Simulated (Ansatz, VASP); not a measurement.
# Si in VASP and in Ansatz

The input INCAR:

```
SYSTEM = Si
PREC = Accurate
ENCUT = 520
EDIFF = 1E-7
ISMEAR = 0
SIGMA = 0.05
LREAL = .FALSE.
LASPH = .TRUE.
NELM = 100
ALGO = Normal
ISIF = 2
LWAVE = .FALSE.
LCHARG = .FALSE.
LDIPOL = .TRUE.
IDIPOL = 3
DIPOL = 0.5 0.5 0.500
GGA = PE
NBANDS = 31
```

File KPOINTS:

```
regular mesh
0
G
  4 4 1
  0 0 0
```

The input POSCAR:

```
Si
1.0
    3.8512806261      0.0000000000      0.0000000000
   -1.9256403131      3.3353068593      0.0000000000
    0.0000000000      0.0000000000     28.5311591833
Si
10
Direct
    0.3333333333      0.6666666667      0.2628704972
    0.6666666667      0.3333333333      0.2909490525
    0.6666666667      0.3333333333      0.3744156098
    0.3333333333      0.6666666667      0.4024941651
    0.3333333333      0.6666666667      0.4859607223
    0.6666666667      0.3333333333      0.5140392777
    0.6666666667      0.3333333333      0.5975058349
    0.3333333333      0.6666666667      0.6255843902
    0.3333333333      0.6666666667      0.7090509475
    0.6666666667      0.3333333333      0.7371295028
```

Input for Ansatz:

```yaml
crystal:
  lattice:
    - [3.8512806261, 0.0, 0.0]
    - [-1.9256403131, 3.3353068593, 0.0]
    - [0.0, 0.0, 28.5311591833]
  atoms:
    - { symbol: Si, position: [0.3333333333, 0.6666666667, 0.2628704972] }
    - { symbol: Si, position: [0.6666666667, 0.3333333333, 0.2909490525] }
    - { symbol: Si, position: [0.6666666667, 0.3333333333, 0.3744156098] }
    - { symbol: Si, position: [0.3333333333, 0.6666666667, 0.4024941651] }
    - { symbol: Si, position: [0.3333333333, 0.6666666667, 0.4859607223] }
    - { symbol: Si, position: [0.6666666667, 0.3333333333, 0.5140392777] }
    - { symbol: Si, position: [0.6666666667, 0.3333333333, 0.5975058349] }
    - { symbol: Si, position: [0.3333333333, 0.6666666667, 0.6255843902] }
    - { symbol: Si, position: [0.3333333333, 0.6666666667, 0.7090509475] }
    - { symbol: Si, position: [0.6666666667, 0.3333333333, 0.7371295028] }
basis:
  ecutwfc: 420
kpoints:
  mp_grid: { grid: [4, 4, 1] }
hamiltonian:
  xc: pbe
scf:
  occupations: { method: gaussian, width: 0.05 }
output:
  forces: true
  stress: true
  eigenvalues: true
efield:
  axis: 3
  dipole_correction: true
  ramp_width: 0.04
```

Alike in both runs: task single point; functional PBE; k mesh 4 × 4 × 1; occupations gaussian, width 0.05 eV; no spin polarisation.

|  | VASP | Ansatz |
| --- | --- | --- |
| version | VASP 6.6.1 | Ansatz 0.2.0 |
| potentials or method | VASP PAW PBE potentials, release 64 (Si), cutoff 520 eV | scalar-relativistic, plane waves, PAW |
| valence electrons in the cell | 40 | 40 |

VASP gave:

| Property | Result |
| --- | --- |
| gap on the k mesh at the Fermi level (eV) | none |
| rms of the force components (eV/Å) | 0.165 |

Which values does Ansatz return?

gap on the k mesh at the Fermi level (eV): none; rms of the force components (eV/Å): 0.164.

Atom by atom the forces differ by 0.002 eV/Å (rms over components). A gap of «none» marks a metal or a gap that the smearing closes. The functional is the same, so the differences come from potentials, cutoffs and numerics.

The k mesh is coarse, so the values compare programs but aren't converged.
